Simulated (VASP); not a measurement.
Runs of VASP 6.6.1 on CdTe. It takes space group F-43m (No. 216, cubic). Conventional cell: a = 6.560 Å, b = 6.560 Å, c = 6.560 Å, α = 90.00°, β = 90.00°, γ = 90.00°. Cd (site symmetry -43m) has 4 Te at 2.84 Å within 3.7 Å. Within 3.7 Å of Te (site symmetry -43m) lie 4 Cd at 2.84 Å. 

```csv
level,potentials or basis,k mesh,gap on the mesh (eV),pressure (GPa)
LDA,"VASP PAW LDA potentials, release 64 (Cd, Te)",4 × 4 × 4,0.42,(b)
PBEsol,"VASP PAW PBE potentials, release 64 (Cd, Te)",3 × 3 × 3,0.51,-0.3
PBEsol,"VASP PAW PBE potentials, release 64 (Cd, Te)",4 × 4 × 4,0.54,-0.9
PBEsol+D4,"VASP PAW PBE potentials, release 64 (Cd, Te)",4 × 4 × 4,0.54,(a)
```

Alike in all rows: task single point; no spin polarisation; cell as given; cutoff (eV) 500; smearing gaussian 0.01 eV.

Estimate the missing entries.

(a) -1.8; (b) -2.3.

Caveats: some runs use coarse meshes; spin-orbit coupling is left out, which moves the levels of the heavy elements; the PAW data sets were made with another functional, which shifts forces and pressure a little (some runs).

A k mesh can miss the band edges, and the runs leave out spin-orbit coupling on Cd, Te.
